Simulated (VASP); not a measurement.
# Be2P (R3m) in VASP: single point with PBE

Aim: the single point of Be2P with PBE.

All numbers are computed with VASP 6.6.1; they aren't measurements. Logs are shortened: lines on timing, memory, paths and dates and some standing lists are left out, and cuts for length are marked.

## 1. The cell of the first run

It takes space group R3m (No. 160, trigonal). The conventional cell has a = 3.434 Å, b = 3.434 Å, c = 22.258 Å, α = 90.00°, β = 90.00°, γ = 120.00°. Be (site symmetry 3m) has 4 Be at 2.04 to 2.33 Å and 3 P at 2.22 Å within 2.7 Å. Within 2.7 Å of Be (site symmetry 3m) lie 2 Be at 2.05 to 2.11 Å and 3 P at 2.23 Å. Be (site symmetry 3m) has 4 Be at 2.05 to 2.33 Å and 4 P at 2.21 to 2.23 Å within 2.7 Å. Be (site symmetry 3m) has 2 Be at 2.04 to 2.11 Å and 3 P at 2.24 Å within 2.7 Å. P (site symmetry 3m) has 7 Be at 2.21 to 2.24 Å within 2.9 Å. Within 2.9 Å of P (site symmetry 3m) lie 6 Be at 2.23 Å.

## 2. Single point, PBE

File INCAR:

```
ALGO = Normal
EDIFF = 1E-6
ENCUT = 520
GGA = PE
ISIF = 2
ISMEAR = 0
LASPH = T
LCHARG = F
LREAL = F
LWAVE = F
NBANDS = 18
NELM = 100
PREC = Accurate
SIGMA = 0.1
```

File KPOINTS:

```
k-points
0
Gamma
  6 6 6
```

File POSCAR:

```
Be2P
1.0
    1.7168213964      0.9912072954      7.4194321313
   -1.7168213964      0.9912072954      7.4194321313
    0.0000000000     -1.9824145907      7.4194321313
Be P
4 2
Direct
    0.1392861483      0.1392861483      0.1392861483
    0.9531916603      0.9531916603      0.9531916603
    0.8609105553      0.8609105553      0.8609105553
    0.0478241463      0.0478241463      0.0478241463
    0.7614550547      0.7614550547      0.7614550547
    0.5735147293      0.5735147293      0.5735147293
```

Potentials or basis: VASP PAW PBE potentials, release 64 (Be, P).

Run with:

```bash
$ cat potpaw_PBE.64/Be/POTCAR potpaw_PBE.64/P/POTCAR > POTCAR
$ mpirun -np 1 vasp_std > vasp.out
```

OUTCAR:

```text
EDIFF = 1E-6
   ENCUT = 520
   GGA = PE
   ISIF = 2
   ISMEAR = 0
   LASPH = T
   LREAL = F
   NELM = 100
   PREC = Accurate

 ion  position               nearest neighbor table
   1  0.139  0.139  0.139-   4 2.04   5 2.22   5 2.22   5 2.22   3 2.33   3 2.33   3 2.33
   2  0.953  0.953  0.953-   3 2.05   4 2.11   6 2.23   6 2.23   6 2.23
   3  0.861  0.861  0.861-   2 2.05   5 2.21   6 2.23   6 2.23   6 2.23   1 2.33   1 2.33   1 2.33

   4  0.048  0.048  0.048-   1 2.04   2 2.11   5 2.24   5 2.24   5 2.24
   5  0.761  0.761  0.761-   3 2.21   1 2.22   1 2.22   1 2.22   4 2.24   4 2.24   4 2.24
   6  0.574  0.574  0.574-   3 2.23   3 2.23   3 2.23   2 2.23   2 2.23   2 2.23

  LATTYP: Found a trigonal (rhomboedric) cell.
 ALAT       =     7.6797096794
 COS(alpha) =     0.9000481987

  Lattice vectors:

 A1 = (   1.7168213964,   0.9912072954,   7.4194321313)
 A2 = (  -1.7168213964,   0.9912072954,   7.4194321313)
 A3 = (   0.0000000000,  -1.9824145907,   7.4194321313)

Analysis of symmetry for initial positions (statically):
=====================================================================
 Subroutine PRICEL returns:
 Original cell was already a primitive cell.

 Routine SETGRP: Setting up the symmetry group for a
 trigonal (rhombohedral) supercell.

 Subroutine GETGRP returns: Found  6 space group operations
 (whereof  6 operations were pure point group operations)
 out of a pool of 12 trial point group operations.

The static configuration has the point symmetry C_3v.

Analysis of symmetry for dynamics (positions and initial velocities):
=====================================================================
 Subroutine PRICEL returns:
 Original cell was already a primitive cell.

 Routine SETGRP: Setting up the symmetry group for a
 trigonal (rhombohedral) supercell.

 Subroutine GETGRP returns: Found  6 space group operations
 (whereof  6 operations were pure point group operations)
 out of a pool of 12 trial point group operations.

The dynamic configuration has the point symmetry C_3v.

 Subroutine INISYM returns: Found  6 space group operations
 (whereof  6 operations are pure point group operations),
 and found     1 'primitive' translations

----------------------------------------------------------------------------------------

                                     Primitive cell

  volume of cell :      75.7550

[... 95 lines left out ...]
   NELM   =    100;   NELMIN=  2; NELMDL= -5     # of ELM steps
   EDIFF  = 0.1E-05   stopping-criterion for ELM
   LREAL  =      F    real-space projection
   EDIFFG = 0.1E-04   stopping-criterion for IOM
   NSW    =      0    number of steps for IOM
   IBRION =     -1    ionic relax: 0-MD 1-quasi-New 2-CG
   NFREE  =      0    steps in history (QN), initial steepest desc. (CG)
   ISIF   =      2    stress and relaxation
   ISYM   =      2    0-nonsym 1-usesym 2-fastsym
   POTIM  = 0.5000    time-step for ionic-motion
   TEBEG  =    0.0;   TEEND  =   0.0 temperature during run
   PSTRESS=    0.0 pullay stress
   NELECT =      18.0000    total number of electrons
   NUPDOWN=      -1.0000    fix difference up-down
   EMIN   =  10.00;   EMAX   =-10.00  energy-range for DOS
   EFERMI =   0.00;   METHOD = LEGACY
   ISMEAR =     0;   SIGMA  =   0.10  broadening in eV -4-tet -1-fermi 0-gaus
   EFERMI_NEDOS =   21; number of points for ismear=-14 and -15
   IALGO  =     38    algorithm
   IMIX   =      4    mixing-type and parameters
     AMIX     =   0.40;   BMIX     =  1.00
     AMIX_MAG =   1.60;   BMIX_MAG =  1.00
  volume/ion in A,a.u.               =      12.63        85.20
  Fermi-wavevector in a.u.,A,eV,Ry     =   1.013978  1.916140 13.988846  1.028151
  Thomas-Fermi vector in A             =   2.147178
   LORBIT       =      0    0 simple, 1 ext, 2 COOP (PROOUT), +10 PAW based schemes
   GGA     = PE    functional components
   LHFCALC =     F    Hartree Fock is set to
   AEXX    =    0.0000 exact exchange contribution
   IVDW    =     0    specifies the selected vdW correction
   LEPSILON=     F    determine dielectric tensor
   LRPA    =     F    only Hartree local field effects (RPA)
 non-spin polarized calculation
 Gauss-broadening in eV      SIGMA  =   0.10
  energy-cutoff  :      520.00
  volume of cell :       75.76
 maximum number of plane-waves:      2064
 NGX is ok and might be reduce to    60
   NGX = 29   NGY = 29   NGZ = 29

 number of electron      18.0000000 magnetization

 Free energy of the ion-electron system (eV)
  ---------------------------------------------------
  ext. energy  EPLUGINS =         0.00000000
  ---------------------------------------------------
  free energy    TOTEN  =       -25.26748377 eV

  energy without entropy =      -25.26536814  energy(sigma->0) =      -25.26642595

 E-fermi :   5.7824     XC(G=0):  -9.8639

 val. band max:        5.7085588335   @ k =  -0.3333   0.5000   0.3333
 cond. band min:       5.8609129832   @ k =  -0.3333  -0.3333   0.1667
 fundamental gap:      0.1523541497
 Fermi energy:         5.7824128840

 k-point     1 :       0.0000    0.0000    0.0000
  band No.  band energies     occupation
      1      -7.8004      2.00000
      2      -6.7615      2.00000
      3      -1.5670      2.00000
      4       3.0150      2.00000
      5       3.7339      2.00000
      6       4.4564      2.00000
[... 481 lines left out ...]
      5       0.9612      2.00000
      6       1.2360      2.00000
[... 10 lines left out ...]
     17      13.1346      0.00000
     18      13.6114      0.00000

 [... further k-points ...]
[... 5 lines left out ...]
  --------------------------------------------------------------------------------------
  -------------------------------------------------------------------------------------
  Total        0.0408152      0.0408152      0.0481485      0.0000000      0.0000000      0.0000000
  in kB        0.8632194      0.8632194      1.0183145      0.0000000      0.0000000      0.0000000
  external PRESSURE =       0.9149178 kB  Pullay stress =       0.0000000 kB

 VOLUME and BASIS-vectors are now :
 -----------------------------------------------------------------------------
  energy-cutoff  :      520.00
  volume of cell :       75.76
      direct lattice vectors                 reciprocal lattice vectors
     1.716821396  0.991207295  7.419432131     0.291235886  0.168145117  0.044927068
    -1.716821396  0.991207295  7.419432131    -0.291235886  0.168145117  0.044927068
     0.000000000 -1.982414591  7.419432131     0.000000000 -0.336290234  0.044927068

 POSITION                                       TOTAL-FORCE (eV/Angst)
 -----------------------------------------------------------------------------------
      0.00000      0.00000      3.10027         0.000000      0.000000      0.019349
      0.00000      0.00000     21.21642         0.000000      0.000000      0.034854
      0.00000      0.00000     19.16240         0.000000     -0.000000     -0.012352
      0.00000      0.00000      1.06448         0.000000     -0.000000     -0.026365
      0.00000      0.00000     16.94869         0.000000      0.000000      0.010518
      0.00000      0.00000     12.76546         0.000000     -0.000000     -0.026004
 -----------------------------------------------------------------------------------
    total drift:                               -0.000000     -0.000000      0.000088

  FREE ENERGIE OF THE ION-ELECTRON SYSTEM (eV)
  ---------------------------------------------------
  free  energy   TOTEN  =       -25.2674837660 eV

  energy  without entropy=      -25.2653681389  energy(sigma->0) =      -25.26642595
```

OSZICAR:

```text
N       E                     dE             d eps       ncg     rms          rms(c)
DAV:   1     0.347936660008E+02    0.34794E+02   -0.70063E+03  1152   0.837E+02
DAV:   2    -0.228144945858E+02   -0.57608E+02   -0.53275E+02  1606   0.144E+02
DAV:   3    -0.258287527420E+02   -0.30143E+01   -0.29817E+01  1586   0.318E+01
DAV:   4    -0.258640694610E+02   -0.35317E-01   -0.35255E-01  1576   0.390E+00
DAV:   5    -0.258646814628E+02   -0.61200E-03   -0.61143E-03  1578   0.503E-01    0.730E+00
DAV:   6    -0.254146306119E+02    0.45005E+00   -0.29993E-01  1446   0.272E+00    0.425E+00
DAV:   7    -0.252666283312E+02    0.14800E+00   -0.30151E-01  1460   0.289E+00    0.521E-01
DAV:   8    -0.252675350828E+02   -0.90675E-03   -0.28902E-02  1494   0.982E-01    0.273E-01
DAV:   9    -0.252673393845E+02    0.19570E-03   -0.15909E-03  1556   0.209E-01    0.167E-01
DAV:  10    -0.252674584523E+02   -0.11907E-03   -0.38644E-04  1382   0.109E-01    0.344E-02
DAV:  11    -0.252674790185E+02   -0.20566E-04   -0.36485E-05  1530   0.351E-02    0.182E-02
DAV:  12    -0.252674838312E+02   -0.48127E-05   -0.72257E-06  1376   0.154E-02    0.597E-03
DAV:  13    -0.252674837660E+02    0.65183E-07   -0.73232E-07   796   0.515E-03
   1 F= -.25267484E+02 E0= -.25266426E+02  d E =-.211563E-02
```

Wall time 2.3 min (1 thread of Intel Xeon Platinum 8375C at 2.90GHz (Ice Lake), shared host); peak memory 0.46 GiB.

What came out:

```
Free energy            : -25.2675 eV
Pressure               : 0.1 GPa
Largest force          : 0.035 eV/Å
Band gap on the k mesh : zero (band 9 reaches 6.65 eV, above the bottom of band 10 at 5.50 eV)
```

Forces in eV/Å, atoms in the order of the input:
```
Be   0.000  0.000  0.019
Be   0.000  0.000  0.035
Be   0.000  0.000 -0.012
Be   0.000  0.000 -0.026
P    0.000  0.000  0.011
P    0.000  0.000 -0.026
```
